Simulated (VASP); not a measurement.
Set up this calculation in VASP 6.6.1, as the native input.

| Item | Value |
| --- | --- |
| Task | single point |
| Functional | PBE |
| Potentials or basis | VASP PAW PBE potentials, release 64 (Sn_d, Te, As) |
| Cutoff | 520 eV |
| k mesh | 4 × 4 × 2 |
| Occupations | gaussian, width 0.1 eV |
| Spin | no spin polarisation |
| Dipole correction | no |
| Further INCAR settings | ALGO = Normal; EDIFF = 1e-06; NBANDS = 30 |

The structure of Sn2TeAs2 lies in POSCAR:

```
Sn2TeAs2
1.0
    4.0441398000      0.0000000000      0.0000000000
    0.0000000000      4.0441398000      0.0000000000
    0.0000000000      0.0000000000      8.2341304900
Sn Te As
2 1 2
Direct
    0.5000000000      0.5000000000      0.3220931300
    0.0000000000      0.0000000000      0.9272112700
    0.0000000000      0.0000000000      0.2930861400
    0.0000000000      0.0000000000      0.7154248000
    0.5000000000      0.5000000000      0.6851934500
```

The cell was generated, and may not be a known phase.

One way to write it, as run:

INCAR

```
SYSTEM = Sn2TeAs2
ALGO     = Normal         ! electronic algorithm
EDIFF    = 1E-6           ! SCF threshold, eV
ENCUT    = 520            ! plane-wave cutoff, eV
GGA      = PE             ! functional
ISIF     = 2              ! what is computed and relaxed
ISMEAR   = 0              ! smearing method
LASPH    = .True.         ! aspherical terms in the spheres
LCHARG   = .True.         ! write CHGCAR
LELF     = .True.         ! ELF
LREAL    = .False.        ! projectors in reciprocal space
LVHAR    = .True.       
LWAVE    = .False.        ! write WAVECAR
NBANDS   = 30             ! bands
NELM     = 60             ! most SCF steps
PREC     = Accurate       ! precision mode
SIGMA    = 0.1            ! smearing width, eV
```

KPOINTS

```
k-points
0
Gamma
  4 4 2
  0 0 0
```

Potentials or basis: VASP PAW PBE potentials, release 64 (Sn_d, Te, As).

The run is started by

```bash
$ cat potpaw_PBE.64/Sn_d/POTCAR potpaw_PBE.64/Te/POTCAR potpaw_PBE.64/As/POTCAR > POTCAR
$ mpirun -np 1 vasp_std > vasp.out
```

Results of the run:

```
Pressure               : 33.2 GPa
Largest force          : 41.160 eV/Å
Band gap on the k mesh : zero (bands 22 and 23 overlap by 1.64 eV)
```

Caveat: the k points lie up to 0.39 Å⁻¹ apart, too coarse for converged energies and pressures of a metal; atoms lie so close that the PAW spheres overlap strongly, which falsifies energies and pressures; spin-orbit coupling is left out, which moves the levels of the heavy elements; forces of over 1 eV/Å act on the atoms, so gaps and moduli don't describe the material at rest.

Run time: 32 s on 1 thread of Intel(R) Xeon(R) Platinum 8488C (Sapphire Rapids), with other jobs on the host, peak memory 0.25 GiB.
